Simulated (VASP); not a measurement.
# NaTi2B6 (Fm-3m) in VASP: a series of runs, part 2 of 3

VASP 6.6.1. Earlier steps stand in the parts before.

## 3. Relaxation of cell and atoms, PBE

INCAR reads:

```
PREC = Accurate
ENCUT = 600
EDIFF = 1E-6
ISMEAR = 0
SIGMA = 0.1
LREAL = False
LASPH = True
NELM = 100
ALGO = Normal
ISIF = 3
LWAVE = False
LCHARG = False
GGA = PE
IBRION = 2
NSW = 100
EDIFFG = -0.01
```

KPOINTS reads:

```
Automatic mesh
0
Gamma
  10 10 10
```

POSCAR reads:

```
NaTi2B6
1.0
    0.0000000000      3.5126044549      3.5126044549
    3.5126044549      0.0000000000      3.5126044549
    3.5126044549      3.5126044549      0.0000000000
Na Ti B
1 2 6
Direct
    0.0000000000      0.0000000000      0.0000000000
    0.2500000000      0.2500000000      0.2500000000
    0.7500000000      0.7500000000      0.7500000000
    0.6767198272      0.3232801728      0.3232801728
    0.3232801728      0.6767198272      0.6767198272
    0.3232801728      0.6767198272      0.3232801728
    0.6767198272      0.3232801728      0.6767198272
    0.3232801728      0.3232801728      0.6767198272
    0.6767198272      0.6767198272      0.3232801728
```

Potentials or basis: VASP PAW PBE potentials, release 64 (Na_pv, Ti_sv, B).

On the command line:

```bash
$ cat potpaw_PBE.64/Na_pv/POTCAR potpaw_PBE.64/Ti_sv/POTCAR potpaw_PBE.64/B/POTCAR > POTCAR
$ mpirun -np 1 vasp_std > vasp.out
```

OUTCAR:

```text
PREC = Accurate
   ENCUT = 600
   EDIFF = 1E-6
   ISMEAR = 0
   LREAL = False
   LASPH = True
   NELM = 100
   ISIF = 3
   GGA = PE
   IBRION = 2
   NSW = 100
   EDIFFG = -0.01

 ion  position               nearest neighbor table
   1  0.000  0.000  0.000-   4 2.27   5 2.27   6 2.27   7 2.27   8 2.27   9 2.27
   2  0.250  0.250  0.250-   4 2.54   6 2.54   8 2.54   5 2.54   7 2.54   8 2.54   5 2.54   6 2.54
                             9 2.54   4 2.54   7 2.54   9 2.54
   3  0.750  0.750  0.750-   5 2.54   6 2.54   8 2.54   4 2.54   7 2.54   8 2.54   4 2.54   6 2.54
                             9 2.54   5 2.54   7 2.54   9 2.54
   4  0.677  0.323  0.323-   6 1.76   7 1.76   8 1.76   9 1.76   1 2.27   2 2.54   2 2.54   3 2.54
                             3 2.54
   5  0.323  0.677  0.677-   6 1.76   7 1.76   8 1.76   9 1.76   1 2.27   2 2.54   3 2.54   2 2.54
                             3 2.54
   6  0.323  0.677  0.323-   4 1.76   5 1.76   8 1.76   9 1.76   1 2.27   2 2.54   2 2.54   3 2.54
                             3 2.54
   7  0.677  0.323  0.677-   4 1.76   5 1.76   8 1.76   9 1.76   1 2.27   2 2.54   3 2.54   2 2.54
                             3 2.54
   8  0.323  0.323  0.677-   4 1.76   5 1.76   6 1.76   7 1.76   1 2.27   2 2.54   2 2.54   3 2.54
                             3 2.54
   9  0.677  0.677  0.323-   4 1.76   5 1.76   6 1.76   7 1.76   1 2.27   2 2.54   3 2.54   2 2.54
                             3 2.54

  LATTYP: Found a face centered cubic cell.
 ALAT       =     7.0252089098

  Lattice vectors:

 A1 = (   0.0000000000,   3.5126044549,   3.5126044549)
 A2 = (   3.5126044549,   0.0000000000,   3.5126044549)
 A3 = (   3.5126044549,   3.5126044549,   0.0000000000)

Analysis of symmetry for initial positions (statically):
=====================================================================
 Subroutine PRICEL returns:
 Original cell was already a primitive cell.

 Routine SETGRP: Setting up the symmetry group for a
 face centered cubic supercell.

 Subroutine GETGRP returns: Found 48 space group operations
 (whereof 48 operations were pure point group operations)
 out of a pool of 48 trial point group operations.

The static configuration has the point symmetry O_h .

Analysis of symmetry for dynamics (positions and initial velocities):
=====================================================================
 Subroutine PRICEL returns:
 Original cell was already a primitive cell.

 Routine SETGRP: Setting up the symmetry group for a
 face centered cubic supercell.

 Subroutine GETGRP returns: Found 48 space group operations
 (whereof 48 operations were pure point group operations)
 out of a pool of 48 trial point group operations.

The dynamic configuration has the point symmetry O_h .

 Subroutine INISYM returns: Found 48 space group operations
 (whereof 48 operations are pure point group operations),
 and found     1 'primitive' translations

----------------------------------------------------------------------------------------

                                     Primitive cell

  volume of cell :      86.6798

  direct lattice vectors                    reciprocal lattice vectors
     0.000000000  3.512604455  3.512604455    -0.142344521  0.142344521  0.142344521
     3.512604455  0.000000000  3.512604455     0.142344521 -0.142344521  0.142344521
     3.512604455  3.512604455  0.000000000     0.142344521  0.142344521 -0.142344521

  length of vectors
     4.967572859  4.967572859  4.967572859     0.246547943  0.246547943  0.246547943

[... 80 lines left out ...]
   dimension x,y,z NGXF=    80 NGYF=   80 NGZF=   80
   ions per type =               1   2   6
   NGX,Y,Z   is equivalent  to a cutoff of  13.39, 13.39, 13.39 a.u.
   NGXF,Y,Z  is equivalent  to a cutoff of  26.77, 26.77, 26.77 a.u.
 SYSTEM =  unknown system
   PREC   = accura    normal or accurate (medium, high low for compatibility)
   ISTART =      0    job   : 0-new  1-cont  2-samecut
   ICHARG =      2    charge: 1-file 2-atom 10-const
   ISPIN  =      1    spin polarized calculation?
   LNONCOLLINEAR =      F non collinear calculations
   LSORBIT =      F    spin-orbit coupling
   LASPH  =      T    aspherical Exc in radial PAW
   ENCUT  =  600.0 eV  44.10 Ry    6.64 a.u.   9.92  9.92  9.92*2*pi/ulx,y,z
   NELM   =    100;   NELMIN=  2; NELMDL= -5     # of ELM steps
   EDIFF  = 0.1E-05   stopping-criterion for ELM
   LREAL  =      F    real-space projection
   EDIFFG = -.1E-01   stopping-criterion for IOM
   NSW    =    100    number of steps for IOM
   IBRION =      2    ionic relax: 0-MD 1-quasi-New 2-CG
   NFREE  =      1    steps in history (QN), initial steepest desc. (CG)
   ISIF   =      3    stress and relaxation
   ISYM   =      2    0-nonsym 1-usesym 2-fastsym
   POTIM  = 0.5000    time-step for ionic-motion
   TEBEG  =    0.0;   TEEND  =   0.0 temperature during run
   PSTRESS=    0.0 pullay stress
   NELECT =      49.0000    total number of electrons
   NUPDOWN=      -1.0000    fix difference up-down
   EMIN   =  10.00;   EMAX   =-10.00  energy-range for DOS
   EFERMI =   0.00;   METHOD = LEGACY
   ISMEAR =     0;   SIGMA  =   0.10  broadening in eV -4-tet -1-fermi 0-gaus
   EFERMI_NEDOS =   21; number of points for ismear=-14 and -15
   IALGO  =     38    algorithm
   IMIX   =      4    mixing-type and parameters
     AMIX     =   0.40;   BMIX     =  1.00
     AMIX_MAG =   1.60;   BMIX_MAG =  1.00
  volume/ion in A,a.u.               =       9.63        64.99
  Fermi-wavevector in a.u.,A,eV,Ry     =   1.353633  2.557996 24.930260  1.832322
  Thomas-Fermi vector in A             =   2.480872
   LORBIT       =      0    0 simple, 1 ext, 2 COOP (PROOUT), +10 PAW based schemes
   GGA     = PE    functional components
   LHFCALC =     F    Hartree Fock is set to
   AEXX    =    0.0000 exact exchange contribution
   IVDW    =     0    specifies the selected vdW correction
   LEPSILON=     F    determine dielectric tensor
   LRPA    =     F    only Hartree local field effects (RPA)
 conjugate gradient relaxation of ions
 non-spin polarized calculation
 Gauss-broadening in eV      SIGMA  =   0.10
  energy-cutoff  :      600.00
  volume of cell :       86.68
 maximum number of plane-waves:      2914
   NGX = 19   NGY = 19   NGZ = 19

--------------------------------------- Ionic step        1  -------------------------------------------

 number of electron      49.0000006 magnetization

 Free energy of the ion-electron system (eV)
  ---------------------------------------------------
  ext. energy  EPLUGINS =         0.00000000
  ---------------------------------------------------
  free energy    TOTEN  =       -55.35561672 eV

  energy without entropy =      -55.33735176  energy(sigma->0) =      -55.34648424

------------------------ aborting loop because EDIFF is reached ----------------------------------------

  FORCE on cell =-STRESS in cart. coord.  units (eV):
  Direction    XX          YY          ZZ          XY          YZ          ZX
  --------------------------------------------------------------------------------------
  -------------------------------------------------------------------------------------
  Total        0.1196769      0.1196769      0.1196769     -0.0000000      0.0000000     -0.0000000
  in kB        2.2120927      2.2120927      2.2120927     -0.0000000      0.0000000     -0.0000000
  external PRESSURE =       2.2120927 kB  Pullay stress =       0.0000000 kB
[... 116 lines left out ...]
--------------------------------------- Ionic step        4  -------------------------------------------

 number of electron      49.0000007 magnetization

 Free energy of the ion-electron system (eV)
  ---------------------------------------------------
  ext. energy  EPLUGINS =         0.00000000
  ---------------------------------------------------
  free energy    TOTEN  =       -55.35647599 eV

  energy without entropy =      -55.33801679  energy(sigma->0) =      -55.34724639

 E-fermi :   7.4667     XC(G=0): -11.6900

 val. band max:        7.4659625584   @ k =  -0.4000   0.3000   0.0000
 cond. band min:       7.4709657953   @ k =  -0.3000   0.4000   0.2000
 fundamental gap:      0.0050032369
 Fermi energy:         7.4666966521

 k-point     1 :       0.0000    0.0000    0.0000
  band No.  band energies     occupation
      1     -49.9377      2.00000
      2     -49.9262      2.00000
      3     -26.2152      2.00000
      4     -26.2152      2.00000
      5     -26.2152      2.00000
      6     -26.1684      2.00000
[... 757 lines left out ...]
     28       8.7538      0.00000
     29       9.0504      0.00000

 [... further k-points ...]

------------------------ aborting loop because EDIFF is reached ----------------------------------------

  FORCE on cell =-STRESS in cart. coord.  units (eV):
  Direction    XX          YY          ZZ          XY          YZ          ZX
  --------------------------------------------------------------------------------------
  -------------------------------------------------------------------------------------
  Total       -0.0869529     -0.0869529     -0.0869529      0.0000000      0.0000000      0.0000000
  in kB       -1.6000762     -1.6000762     -1.6000762      0.0000000      0.0000000      0.0000000
  external PRESSURE =      -1.6000762 kB  Pullay stress =       0.0000000 kB
[... 24 lines left out ...]
  FREE ENERGIE OF THE ION-ELECTRON SYSTEM (eV)
  ---------------------------------------------------
  free  energy   TOTEN  =       -55.3564759890 eV

  energy  without entropy=      -55.3380167854  energy(sigma->0) =      -55.34724639

 reached required accuracy - stopping structural energy minimisation
```

It took 4.3 min on 1 thread of Intel Xeon 6975P-C (Granite Rapids), shared host; peak memory 0.34 GiB.

Results:

```yaml
Free_energy: -55.3565 eV
Relaxed_volume: 9.67 Å³/atom
Relaxed_cell: a = 4.975 Å, b = 4.975 Å, c = 4.975 Å, α = 60.00°, β = 60.00°, γ = 60.00°
Space_group_after_relaxing_to_0.1_Å: Fm-3m (No. 225)
Energy_gained_by_relaxing: 0.1 meV/atom
Ionic_steps: 4
Pressure_after_relaxing: -0.2 GPa
Largest_force_after_relaxing: 0.003 eV/Å
Band_gap_on_the_k_mesh: zero (an odd number of electrons rules out a gap without spin polarisation)
```

Forces in eV/Å, atoms in the order of the input:
```
Na   0.000  0.000  0.000
Ti   0.000  0.000  0.000
Ti   0.000  0.000  0.000
B    0.003  0.000  0.000
B   -0.003  0.000  0.000
B    0.000  0.003  0.000
B    0.000 -0.003  0.000
B    0.000  0.000  0.003
B    0.000  0.000 -0.003
```

Step by step:
```tsv
step	energy change (eV)	largest force (eV/Å)	pressure (GPa)	volume (Å³)
1	0.0000	0.0808	0.22	86.68
2	-0.0006	0.0571	0.36	86.85
3	-0.0007	0.0151	0.32	86.80
4	-0.0009	0.0033	-0.16	87.07
```

Final structure:
```yaml
crystal:
  lattice:
    - [0.00000, 3.51783, 3.51783]
    - [3.51783, 0.00000, 3.51783]
    - [3.51783, 3.51783, 0.00000]
  atoms:
    - { symbol: Na, position: [0.00000, 0.00000, 0.00000] }
    - { symbol: Ti, position: [0.25000, 0.25000, 0.25000] }
    - { symbol: Ti, position: [0.75000, 0.75000, 0.75000] }
    - { symbol: B, position: [0.67629, 0.32371, 0.32371] }
    - { symbol: B, position: [0.32371, 0.67629, 0.67629] }
    - { symbol: B, position: [0.32371, 0.67629, 0.32371] }
    - { symbol: B, position: [0.67629, 0.32371, 0.67629] }
    - { symbol: B, position: [0.32371, 0.32371, 0.67629] }
    - { symbol: B, position: [0.67629, 0.67629, 0.32371] }
```

Levels at points of the mesh, in eV from the Fermi level:
```tsv
k point	band 21	band 22	band 23	band 24	band 25	band 26	band 27	band 28
(0.00, 0.00, 0.00)	-3.47	-1.85	-1.85	-1.85	1.00	1.00	1.00	1.71
(0.50, 0.00, 0.00)	-3.08	-3.08	-1.28	-1.28	0.46	0.46	1.42	1.42
(0.50, 0.50, 0.00)	-1.93	-1.91	-1.91	-0.89	-0.65	0.97	1.50	1.50
```

## 4. Single point, PBE

INCAR reads:

```
  PREC = Accurate
  ENCUT = 520
  EDIFF = 1E-6
  ISMEAR = 0
  SIGMA = 0.1
  LREAL = False
  LASPH = True
  NELM = 100
  ALGO = Normal
  ISIF = 2
  LWAVE = False
  LCHARG = False
  GGA = PE
  NBANDS = 34
```

KPOINTS reads:

```
regular mesh
0
Gamma
  4 4 4
```

POSCAR is that of step 3.

Potentials or basis: VASP PAW PBE potentials, release 64 (Na_pv, Ti_sv, B).

On the command line:

```bash
$ cat potpaw_PBE.64/Na_pv/POTCAR potpaw_PBE.64/Ti_sv/POTCAR potpaw_PBE.64/B/POTCAR > POTCAR
$ mpirun -np 1 vasp_std > vasp.out
```

OUTCAR:

```text
PREC = Accurate
   ENCUT = 520
   EDIFF = 1E-6
   ISMEAR = 0
   LREAL = False
   LASPH = True
   NELM = 100
   ISIF = 2
   GGA = PE

 ion  position               nearest neighbor table
   1  0.000  0.000  0.000-   4 2.27   5 2.27   6 2.27   7 2.27   8 2.27   9 2.27
   2  0.250  0.250  0.250-   4 2.54   6 2.54   8 2.54   5 2.54   7 2.54   8 2.54   5 2.54   6 2.54
                             9 2.54   4 2.54   7 2.54   9 2.54
   3  0.750  0.750  0.750-   5 2.54   6 2.54   8 2.54   4 2.54   7 2.54   8 2.54   4 2.54   6 2.54
                             9 2.54   5 2.54   7 2.54   9 2.54
   4  0.677  0.323  0.323-   6 1.76   7 1.76   8 1.76   9 1.76   1 2.27   2 2.54   2 2.54   3 2.54
                             3 2.54
   5  0.323  0.677  0.677-   6 1.76   7 1.76   8 1.76   9 1.76   1 2.27   2 2.54   3 2.54   2 2.54
                             3 2.54
   6  0.323  0.677  0.323-   4 1.76   5 1.76   8 1.76   9 1.76   1 2.27   2 2.54   2 2.54   3 2.54
                             3 2.54
   7  0.677  0.323  0.677-   4 1.76   5 1.76   8 1.76   9 1.76   1 2.27   2 2.54   3 2.54   2 2.54
                             3 2.54
[... 197 lines left out ...]
      3     -26.1262      2.00000
      4     -26.1262      2.00000
      5     -26.1262      2.00000
      6     -26.0784      2.00000
[... 285 lines left out ...]
     33      10.0014      0.00000
     34      10.0982      0.00000

------------------------ aborting loop because EDIFF is reached ----------------------------------------

  FORCE on cell =-STRESS in cart. coord.  units (eV):
  Direction    XX          YY          ZZ          XY          YZ          ZX
  --------------------------------------------------------------------------------------
  -------------------------------------------------------------------------------------
  Total        0.1919546      0.1919546      0.1919546      0.0000000     -0.0000000     -0.0000000
  in kB        3.5480625      3.5480625      3.5480625      0.0000000     -0.0000000     -0.0000000
  external PRESSURE =       3.5480625 kB  Pullay stress =       0.0000000 kB

 VOLUME and BASIS-vectors are now :
 -----------------------------------------------------------------------------
  energy-cutoff  :      520.00
  volume of cell :       86.68
      direct lattice vectors                 reciprocal lattice vectors
     0.000000000  3.512604455  3.512604455    -0.142344521  0.142344521  0.142344521
     3.512604455  0.000000000  3.512604455     0.142344521 -0.142344521  0.142344521
     3.512604455  3.512604455  0.000000000     0.142344521  0.142344521 -0.142344521

 POSITION                                       TOTAL-FORCE (eV/Angst)
 -----------------------------------------------------------------------------------
      0.00000      0.00000      0.00000        -0.000000     -0.000000     -0.000000
      1.75630      1.75630      1.75630        -0.000000     -0.000000     -0.000000
      5.26891      5.26891      5.26891        -0.000000     -0.000000     -0.000000
      2.27111      3.51260      3.51260        -0.025883     -0.000000     -0.000000
      4.75410      3.51260      3.51260         0.025883     -0.000000     -0.000000
      3.51260      2.27111      3.51260        -0.000000     -0.025883     -0.000000
      3.51260      4.75410      3.51260        -0.000000      0.025883     -0.000000
      3.51260      3.51260      2.27111        -0.000000     -0.000000     -0.025883
      3.51260      3.51260      4.75410        -0.000000     -0.000000      0.025883
 -----------------------------------------------------------------------------------
    total drift:                               -0.000000     -0.000000      0.000000

  FREE ENERGIE OF THE ION-ELECTRON SYSTEM (eV)
  ---------------------------------------------------
  free  energy   TOTEN  =       -55.3394806352 eV

  energy  without entropy=      -55.3093321607  energy(sigma->0) =      -55.32440640
```

OSZICAR:

```text
N       E                     dE             d eps       ncg     rms          rms(c)
DAV:   1     0.542602685806E+03    0.54260E+03   -0.23195E+04   552   0.163E+03
DAV:   2     0.232545335533E+01   -0.54028E+03   -0.51821E+03   546   0.489E+02
DAV:   3    -0.651118295994E+02   -0.67437E+02   -0.64203E+02   832   0.155E+02
DAV:   4    -0.703523892947E+02   -0.52406E+01   -0.52128E+01   832   0.371E+01
DAV:   5    -0.706602462691E+02   -0.30786E+00   -0.30772E+00   776   0.652E+00    0.212E+01
DAV:   6    -0.579469758341E+02    0.12713E+02   -0.90217E+01   812   0.581E+01    0.163E+01
DAV:   7    -0.561355936890E+02    0.18114E+01   -0.48141E+01   716   0.424E+01    0.749E+00
DAV:   8    -0.554212333713E+02    0.71436E+00   -0.24836E+00   730   0.101E+01    0.345E+00
DAV:   9    -0.553531942036E+02    0.68039E-01   -0.77845E-01   864   0.482E+00    0.130E+00
DAV:  10    -0.553418176980E+02    0.11377E-01   -0.60622E-02   740   0.165E+00    0.588E-01
DAV:  11    -0.553421932015E+02   -0.37550E-03   -0.29722E-03   726   0.450E-01    0.445E-01
DAV:  12    -0.553394521933E+02    0.27410E-02   -0.11702E-02   782   0.694E-01    0.347E-02
DAV:  13    -0.553394932464E+02   -0.41053E-04   -0.47237E-04   710   0.142E-01    0.331E-02
DAV:  14    -0.553394819167E+02    0.11330E-04   -0.49421E-05   730   0.513E-02    0.114E-02
DAV:  15    -0.553394806535E+02    0.12632E-05   -0.36113E-06   612   0.141E-02    0.214E-03
DAV:  16    -0.553394806352E+02    0.18218E-07   -0.28749E-07   324   0.505E-03
   1 F= -.55339481E+02 E0= -.55324406E+02  d E =-.301485E-01
```

Run time: 26 s. Hardware: 1 thread of Intel Xeon 6975P-C (Granite Rapids), shared host; peak memory 0.23 GiB.

Results:

```
Free energy            : -55.3395 eV
Pressure               : 0.4 GPa
Largest force          : 0.026 eV/Å
Band gap on the k mesh : zero (an odd number of electrons rules out a gap without spin polarisation)
```

Forces in eV/Å, atoms in the order of the input:
```
Na   0.000  0.000  0.000
Ti   0.000  0.000  0.000
Ti   0.000  0.000  0.000
B   -0.026  0.000  0.000
B    0.026  0.000  0.000
B    0.000 -0.026  0.000
B    0.000  0.026  0.000
B    0.000  0.000 -0.026
B    0.000  0.000  0.026
```

Caveat: the k points lie up to 0.39 Å⁻¹ apart, too coarse for converged energies and pressures of a metal.

[end of part 2 of 3]

The gap in the log of VASP goes by the Fermi energy; the results here count the filled bands.